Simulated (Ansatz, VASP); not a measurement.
# Two plane-wave programs on HfO2

```
Hf O
1.0
     0.00000    2.54907    2.54907
     2.54907    0.00000    2.54907
     2.54907    2.54907    0.00000
Hf O
1 2
Direct
  0.00000 0.00000 0.00000
  0.25000 0.25000 0.25000
  0.75000 0.75000 0.75000
```

Alike in both runs: functional PBE; k mesh 10 × 10 × 10; occupations fermi-dirac, width 0.02 eV; no spin polarisation.

Ansatz relaxed the structure, and its values are those at the end. VASP's run is a single point on that final structure, the one shown.

```csv
,VASP,Ansatz
version,VASP 6.6.1,Ansatz 0.2.0
potentials or method,"VASP PAW PBE potentials, release 64 (Hf_pv, O), cutoff 600 eV",PAW plane waves
valence electrons in the cell,22,38
```

Ansatz gave:

```
gap on the k mesh at the Fermi level (eV) : 3.75
pressure (GPa)                            : 0.0
```

**Question.** What did VASP give for the same quantities?

**Answer.** gap on the k mesh at the Fermi level (eV): 3.76; pressure (GPa): -3.9.

One of these differences is far larger than is usual between the two programs; its cause wasn't traced. With one functional, cell and mesh, what is left measures potentials, basis and numerics. VASP's potentials hold 22 valence electrons a cell and Ansatz's 38, so a difference there can come from the potentials and not from the codes.

Spin-orbit coupling is off throughout.
